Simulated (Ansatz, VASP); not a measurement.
**One calculation of SnTe, two programs**

Contents of INCAR:

```
SYSTEM = SnTe
  PREC = Accurate
  ENCUT = 520
  EDIFF = 1E-7
  ISMEAR = 0
  SIGMA = 0.1
  LREAL = .False.
  LASPH = .True.
  NELM = 100
  ALGO = Normal
  ISIF = 2
  LWAVE = .False.
  LCHARG = .True.
  GGA = PE
  LELF = .True.
  LVHAR = .True.
  NBANDS = 28
```

File KPOINTS:

```
regular mesh
0
Gamma
  4 4 2
  0 0 0
```

Contents of POSCAR:

```
SnTe
1.0
    2.4140375000     -4.1276203100      0.0000000000
    2.4140375000      4.1276203100      0.0000000000
    0.0000000000      0.0000000000      7.8099761600
Sn Te
2 2
Direct
    0.8484730000      0.1515270000      0.9998270300
    0.1515270000      0.8484730000      0.4998270300
    0.1821900000      0.8178100000      0.8751729700
    0.8178100000      0.1821900000      0.3751729700
```

Input for Ansatz:

```yaml
crystal:
  lattice:
    - [2.4140375, -4.12762031, 0.0]
    - [2.4140375, 4.12762031, 0.0]
    - [0.0, 0.0, 7.80997616]
  atoms:
    - { symbol: Sn, position: [0.848473, 0.151527, 0.99982703] }
    - { symbol: Sn, position: [0.151527, 0.848473, 0.49982703] }
    - { symbol: Te, position: [0.18219, 0.81781, 0.87517297] }
    - { symbol: Te, position: [0.81781, 0.18219, 0.37517297] }
basis:
  ecutwfc: 420
kpoints:
  mp_grid: { grid: [4, 4, 2] }
hamiltonian:
  xc: pbe
scf:
  occupations: { method: gaussian, width: 0.1 }
  lower_state_search: "off"
output:
  forces: true
  stress: true
  eigenvalues: true
```

Change from the starting cell: species swapped into the CdTe type (Cmc2_1, No. 36).

Alike in both runs: task single point; functional PBE; k mesh 4 × 4 × 2; occupations gaussian, width 0.1 eV; no spin polarisation.

```csv
,VASP,Ansatz
version,VASP 6.6.1,Ansatz 0.2.0
potentials or method,"VASP PAW PBE potentials, release 64 (Sn_d, Te), cutoff 520 eV","scalar-relativistic, plane waves, PAW"
valence electrons in the cell,40,60
```

```tsv
	VASP	Ansatz	Ansatz less VASP
gap on the k mesh at the Fermi level (eV)	0.41	0.41	+0.004
least direct gap on the mesh (eV)	0.70	0.71	+0.004
pressure (GPa)	6.1	6.1	+0.01
traceless stress, the component that is largest in VASP (GPa)	0.32	0.32	-0.005
rms of the force components (eV/Å)	0.091	0.090	-0.0007
```

Atom by atom the forces differ by 0.001 eV/Å (rms over components). VASP's potentials hold 40 valence electrons a cell and Ansatz's 60, so a difference there can come from the potentials and not from the codes.

Neither program's run includes spin-orbit coupling.
